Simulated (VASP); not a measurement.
# TlH3 (Pm-3m) in VASP: a series of runs, part 2 of 2

VASP 6.6.1. The steps go on from the part before.

### Step 6. Relaxation of cell and atoms, PBE

File INCAR:

```
PREC = Accurate
ENCUT = 600
EDIFF = 1E-6
ISMEAR = 0
SIGMA = 0.1
LREAL = False
LASPH = True
NELM = 60
ALGO = Normal
ISIF = 3
LWAVE = False
LCHARG = False
GGA = PE
IBRION = 2
NSW = 100
EDIFFG = -0.01
```

File KPOINTS:

```
regular mesh
0
Gamma
  14 14 14
```

File POSCAR:

```
TlH3
1.0
    3.4596438533      0.0000000000      0.0000000000
    0.0000000000      3.4596438533      0.0000000000
    0.0000000000      0.0000000000      3.4596438533
Tl H
1 3
Direct
    0.0000000000      0.0000000000      0.0000000000
    0.0000000000      0.5000000000      0.5000000000
    0.5000000000      0.0000000000      0.5000000000
    0.5000000000      0.5000000000      0.0000000000
```

Potentials or basis: VASP PAW PBE potentials, release 64 (Tl_d, H).

On the command line:

```sh
$ cat potpaw_PBE.64/Tl_d/POTCAR potpaw_PBE.64/H/POTCAR > POTCAR
$ mpirun -np 1 vasp_std > vasp.out
```

OUTCAR:

```text
PREC = Accurate
   ENCUT = 600
   EDIFF = 1E-6
   ISMEAR = 0
   LREAL = False
   LASPH = True
   NELM = 60
   ISIF = 3
   GGA = PE
   IBRION = 2
   NSW = 100
   EDIFFG = -0.01

 ion  position               nearest neighbor table
   1  0.000  0.000  0.000-   2 2.45   3 2.45   4 2.45   2 2.45   3 2.45   2 2.45   4 2.45   2 2.45
                             3 2.45   4 2.45   3 2.45   4 2.45
   2  0.000  0.500  0.500-   1 2.45   1 2.45   1 2.45   1 2.45
   3  0.500  0.000  0.500-   1 2.45   1 2.45   1 2.45   1 2.45
   4  0.500  0.500  0.000-   1 2.45   1 2.45   1 2.45   1 2.45

  LATTYP: Found a simple cubic cell.
 ALAT       =     3.4596438533

  Lattice vectors:

 A1 = (   3.4596438533,   0.0000000000,   0.0000000000)
 A2 = (   0.0000000000,   3.4596438533,   0.0000000000)
 A3 = (   0.0000000000,   0.0000000000,   3.4596438533)

Analysis of symmetry for initial positions (statically):
=====================================================================
 Subroutine PRICEL returns:
 Original cell was already a primitive cell.

 Routine SETGRP: Setting up the symmetry group for a
 simple cubic supercell.

 Subroutine GETGRP returns: Found 48 space group operations
 (whereof 48 operations were pure point group operations)
 out of a pool of 48 trial point group operations.

The static configuration has the point symmetry O_h .

Analysis of symmetry for dynamics (positions and initial velocities):
=====================================================================
 Subroutine PRICEL returns:
 Original cell was already a primitive cell.

 Routine SETGRP: Setting up the symmetry group for a
 simple cubic supercell.

 Subroutine GETGRP returns: Found 48 space group operations
 (whereof 48 operations were pure point group operations)
 out of a pool of 48 trial point group operations.

The dynamic configuration has the point symmetry O_h .

 Subroutine INISYM returns: Found 48 space group operations
 (whereof 48 operations are pure point group operations),
 and found     1 'primitive' translations

----------------------------------------------------------------------------------------

                                     Primitive cell

  volume of cell :      41.4089

  direct lattice vectors                    reciprocal lattice vectors
     3.459643853  0.000000000  0.000000000     0.289047093  0.000000000  0.000000000
     0.000000000  3.459643853  0.000000000     0.000000000  0.289047093  0.000000000
     0.000000000  0.000000000  3.459643853     0.000000000  0.000000000  0.289047093

  length of vectors
     3.459643853  3.459643853  3.459643853     0.289047093  0.289047093  0.289047093

  position of ions in fractional coordinates (direct lattice)
     0.000000000  0.000000000  0.000000000
     0.000000000  0.500000000  0.500000000
     0.500000000  0.000000000  0.500000000
[... 127 lines left out ...]
  ---------------------------------------------------
  free energy    TOTEN  =        -8.11661092 eV

  energy without entropy =       -8.10904739  energy(sigma->0) =       -8.11282915

------------------------ aborting loop because EDIFF is reached ----------------------------------------

  FORCE on cell =-STRESS in cart. coord.  units (eV):
  Direction    XX          YY          ZZ          XY          YZ          ZX
  --------------------------------------------------------------------------------------
  -------------------------------------------------------------------------------------
  Total        0.0462059      0.0462059      0.0462059      0.0000000     -0.0000000      0.0000000
  in kB        1.7877798      1.7877798      1.7877798      0.0000000     -0.0000000      0.0000000
  external PRESSURE =       1.7877798 kB  Pullay stress =       0.0000000 kB

 VOLUME and BASIS-vectors are now :
 -----------------------------------------------------------------------------
  energy-cutoff  :      600.00
  volume of cell :       41.41
      direct lattice vectors                 reciprocal lattice vectors
     3.459643853  0.000000000  0.000000000     0.289047093  0.000000000  0.000000000
     0.000000000  3.459643853  0.000000000     0.000000000  0.289047093  0.000000000
     0.000000000  0.000000000  3.459643853     0.000000000  0.000000000  0.289047093

 POSITION                                       TOTAL-FORCE (eV/Angst)
 -----------------------------------------------------------------------------------
      0.00000      0.00000      0.00000         0.000000      0.000000      0.000000
      0.00000      1.72982      1.72982         0.000000      0.000000      0.000000
      1.72982      0.00000      1.72982         0.000000      0.000000      0.000000
      1.72982      1.72982      0.00000         0.000000      0.000000      0.000000
 -----------------------------------------------------------------------------------
    total drift:                               -0.000000     -0.000000     -0.000000

  FREE ENERGIE OF THE ION-ELECTRON SYSTEM (eV)
  ---------------------------------------------------
  free  energy   TOTEN  =        -8.1166109153 eV

  energy  without entropy=       -8.1090473905  energy(sigma->0) =       -8.11282915

--------------------------------------- Ionic step        2  -------------------------------------------

 number of electron      16.0000000 magnetization

 Free energy of the ion-electron system (eV)
  ---------------------------------------------------
  ext. energy  EPLUGINS =         0.00000000
  ---------------------------------------------------
  free energy    TOTEN  =        -8.11667799 eV

  energy without entropy =       -8.10912981  energy(sigma->0) =       -8.11290390

 E-fermi :   3.6061     XC(G=0): -10.0091

 val. band max:        3.5939477185   @ k =   0.4286   0.2143   0.2143
 cond. band min:       3.6310321359   @ k =   0.4286   0.2143   0.0000
 fundamental gap:      0.0370844175
 Fermi energy:         3.6061097804

 k-point     1 :       0.0000    0.0000    0.0000
  band No.  band energies     occupation
      1      -7.4114      2.00000
      2      -7.4114      2.00000
      3      -6.7606      2.00000
      4      -6.7606      2.00000
      5      -6.7606      2.00000
      6      -6.3858      2.00000
      7       4.6782      0.00000
      8       4.6782      0.00000
      9       6.9250      0.00000
     10       8.6586      0.00000
     11       8.6586      0.00000
     12       8.6586      0.00000
[... 331 lines left out ...]
 k-point    24 :       0.3571    0.2143    0.0000
  band No.  band energies     occupation
      1      -7.2451      2.00000
      2      -7.0782      2.00000
      3      -6.9835      2.00000
      4      -6.8987      2.00000
      5      -6.8166      2.00000
      6      -4.0083      2.00000
      7       0.0397      2.00000
      8       3.2463      2.00000
      9       4.8523      0.00000
     10      11.0335      0.00000
     11      11.1070      0.00000
     12      11.4681      0.00000

 [... further k-points ...]

------------------------ aborting loop because EDIFF is reached ----------------------------------------

  FORCE on cell =-STRESS in cart. coord.  units (eV):
  Direction    XX          YY          ZZ          XY          YZ          ZX
  --------------------------------------------------------------------------------------
  -------------------------------------------------------------------------------------
  Total        0.0214658      0.0214658      0.0214658      0.0000000      0.0000000     -0.0000000
  in kB        0.8291582      0.8291582      0.8291582      0.0000000      0.0000000     -0.0000000
  external PRESSURE =       0.8291582 kB  Pullay stress =       0.0000000 kB

 VOLUME and BASIS-vectors are now :
 -----------------------------------------------------------------------------
  energy-cutoff  :      600.00
  volume of cell :       41.48
      direct lattice vectors                 reciprocal lattice vectors
     3.461571823 -0.000000000  0.000000000     0.288886105 -0.000000000  0.000000000
     0.000000000  3.461571823  0.000000000     0.000000000  0.288886105  0.000000000
    -0.000000000 -0.000000000  3.461571823    -0.000000000  0.000000000  0.288886105

 POSITION                                       TOTAL-FORCE (eV/Angst)
 -----------------------------------------------------------------------------------
      0.00000      0.00000      0.00000         0.000000      0.000000      0.000000
     -0.00000      1.73079      1.73079        -0.000000     -0.000000      0.000000
      1.73079     -0.00000      1.73079        -0.000000     -0.000000      0.000000
      1.73079      1.73079      0.00000        -0.000000      0.000000      0.000000
 -----------------------------------------------------------------------------------
    total drift:                               -0.000000     -0.000000     -0.000000

  FREE ENERGIE OF THE ION-ELECTRON SYSTEM (eV)
  ---------------------------------------------------
  free  energy   TOTEN  =        -8.1166779891 eV

  energy  without entropy=       -8.1091298134  energy(sigma->0) =       -8.11290390

 reached required accuracy - stopping structural energy minimisation
```

OSZICAR:

```text
N       E                     dE             d eps       ncg     rms          rms(c)
DAV:   1     0.560936513529E+02    0.56094E+02   -0.88503E+03  3048   0.134E+03
DAV:   2    -0.731901687391E+01   -0.63413E+02   -0.60929E+02  3248   0.237E+02
DAV:   3    -0.839864557811E+01   -0.10796E+01   -0.10663E+01  3340   0.282E+01
DAV:   4    -0.840353388224E+01   -0.48883E-02   -0.48863E-02  3088   0.212E+00
[... 11 lines left out ...]
DAV:   1    -0.811708675496E+01   -0.47582E-03   -0.76660E-03  3076   0.948E-01    0.111E-01
DAV:   2    -0.811673106226E+01    0.35569E-03   -0.72872E-04  3056   0.307E-01    0.435E-02
DAV:   3    -0.811668245494E+01    0.48607E-04   -0.17017E-04  2940   0.141E-01    0.394E-02
DAV:   4    -0.811667819588E+01    0.42591E-05   -0.76453E-06  3092   0.273E-02    0.251E-03
DAV:   5    -0.811667798907E+01    0.20681E-06   -0.35223E-06  2820   0.220E-02
   2 F= -.81166780E+01 E0= -.81129039E+01  d E =-.670737E-04
```

CONTCAR:

```text
TlH3
   1.00000000000000
     3.4615718230748880   -0.0000000000000000    0.0000000000000000
     0.0000000000000000    3.4615718230748880    0.0000000000000000
    -0.0000000000000000   -0.0000000000000000    3.4615718230748880
  Tl              H
     1     3
Direct
     0.0000000000000000    0.0000000000000000    0.0000000000000000
     0.0000000000000000    0.5000000000000000    0.5000000000000000
     0.5000000000000000    0.0000000000000000    0.5000000000000000
     0.5000000000000000    0.5000000000000000    0.0000000000000000

  0.00000000E+00  0.00000000E+00  0.00000000E+00
  0.00000000E+00  0.00000000E+00  0.00000000E+00
  0.00000000E+00  0.00000000E+00  0.00000000E+00
  0.00000000E+00  0.00000000E+00  0.00000000E+00
```

It took 30 s on 1 thread of Intel Xeon 6975P-C (Granite Rapids), shared host; peak memory 0.21 GiB.

What came out:

- Free energy: -8.1167 eV
- Relaxed volume: 10.37 Å³/atom
- Relaxed cell: a = 3.462 Å, b = 3.462 Å, c = 3.462 Å, α = 90.00°, β = 90.00°, γ = 90.00°
- Space group after relaxing (to 0.1 Å): Pm-3m (No. 221)
- Energy gained by relaxing: 0.0 meV/atom
- Ionic steps: 2
- Pressure after relaxing: 0.1 GPa
- Band gap on the k mesh: zero (bands 8 and 9 overlap by 2.53 eV)

Final structure:
```
Tl H
1.0
     3.46157    0.00000    0.00000
     0.00000    3.46157    0.00000
     0.00000    0.00000    3.46157
Tl H
1 3
Direct
  0.00000 0.00000 0.00000
  0.00000 0.50000 0.50000
  0.50000 0.00000 0.50000
  0.50000 0.50000 0.00000
```

Levels at points of the mesh, in eV from the Fermi level:
```csv
k point,band 5,band 6,band 7,band 8,band 9,band 10,band 11,band 12
"(0.00, 0.00, 0.00)",-10.37,-9.99,1.07,1.07,3.32,5.05,5.05,5.05
"(0.50, 0.00, 0.00)",-10.35,-6.88,-5.92,0.83,3.07,7.45,7.45,9.36
"(0.50, 0.50, 0.00)",-10.19,-3.87,-3.66,-3.66,-1.46,7.04,7.04,10.19
"(0.50, 0.50, 0.50)",-10.18,-1.67,-0.72,-0.72,-0.72,1.43,1.43,1.43
```

Caveat: spin-orbit coupling is left out, which moves the levels of the heavy elements.

### Step 7. Summary

| task | cell | k mesh | cutoff (eV) | gap on the mesh (eV) | pressure (GPa) | relaxed volume (Å³/atom) |
| --- | --- | --- | --- | --- | --- | --- |
| single point | a = 3.460 Å, 4 atoms | 6 × 6 × 6 | 520 | none | -0.2 | - |
| single point | a = 3.589 Å, 4 atoms | 6 × 6 × 6 | 520 | none | -4.8 | - |
| relaxation of cell and atoms | relaxed from a = 3.589 Å, 4 atoms | 6 × 6 × 6 | 600 | none | -0.4 | 10.42 |
| single point | a = 3.464 Å, 4 atoms | 14 × 14 × 14 | 520 | none | -0.1 | - |
| relaxation of cell and atoms | relaxed from a = 3.460 Å, 4 atoms | 14 × 14 × 14 | 600 | none | 0.1 | 10.37 |

Alike in all rows: level PBE; potentials or basis VASP PAW PBE potentials, release 64 (Tl_d, H); no spin polarisation; smearing gaussian 0.1 eV.

Caveats: spin-orbit coupling is left out, which moves the levels of the heavy elements; the cell stands under tension (at least some runs).

Total energies depend on the potentials used, so only differences within one code and one set of settings carry meaning.
